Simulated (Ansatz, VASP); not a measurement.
SbO5: VASP beside Ansatz

```xyz
6
Lattice="4.6315 0.0000 0.0000 -2.3157 4.0110 0.0000 0.0000 0.0000 4.0636" Properties=species:S:1:pos:R:3 pbc="T T T"
Sb    0.0000    0.0000    0.0000
O     0.0000    2.6740    0.6676
O     0.0000    2.6740    3.3961
O     2.3157    1.3370    3.3961
O     2.3157    1.3370    0.6676
O     0.0000    0.0000    2.0318
```

Alike in both runs: functional PBE; k mesh 12 × 12 × 10; occupations gaussian, width 0.1 eV; no spin polarisation.

Ansatz relaxed the structure, and its values are those at the end. VASP's run is a single point on that final structure, the one shown.

```csv
,VASP,Ansatz
version,VASP 6.6.1,Ansatz 0.2.0
potentials or method,"VASP PAW PBE potentials, release 64 (Sb, O), cutoff 520 eV","scalar-relativistic, plane waves, PAW"
valence electrons in the cell,35,45
```

Ansatz gave:

| Item | Value |
| --- | --- |
| gap on the k mesh at the Fermi level (eV) | none |
| pressure (GPa) | 0.0 |
| rms of the force components (eV/Å) | 0.003 |

Which values does VASP return?

gap on the k mesh at the Fermi level (eV): none; pressure (GPa): 0.5; rms of the force components (eV/Å): 0.220.

A gap of «none» marks a metal or a gap that the smearing closes. VASP's potentials hold 35 valence electrons a cell and Ansatz's 45, so a difference there can come from the potentials and not from the codes.

Spin-orbit coupling is off throughout.
